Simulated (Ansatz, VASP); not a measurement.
## HfB in VASP and in Ansatz

```xyz
2
Lattice="-0.9701 1.9403 1.9403 1.9403 -0.9701 1.9403 1.9403 1.9403 -0.9701" Properties=species:S:1:pos:R:3 pbc="T T T"
Hf    1.4552    1.4552    1.4552
B     0.0000    0.0000    0.0000
```

Alike in both runs: task single point; functional PBE; k mesh 20 × 20 × 20; occupations gaussian, width 0.15 eV; no spin polarisation.

```csv
,VASP,Ansatz
version,VASP 6.6.1,Ansatz 0.2.0
potentials or method,"VASP PAW PBE potentials, release 64 (Hf_pv, B), cutoff 520 eV","scalar-relativistic, plane waves, PAW"
valence electrons in the cell,13,29
```

```tsv
	VASP	Ansatz	Ansatz less VASP
gap on the k mesh at the Fermi level (eV)	none	none	-
pressure (GPa)	17.0	17.3	+0.26
```

A gap of «none» marks a metal or a gap that the smearing closes. The functional is the same, so the differences come from potentials, cutoffs and numerics. VASP's potentials hold 13 valence electrons a cell and Ansatz's 29, so a difference there can come from the potentials and not from the codes.

Spin-orbit coupling is off throughout.
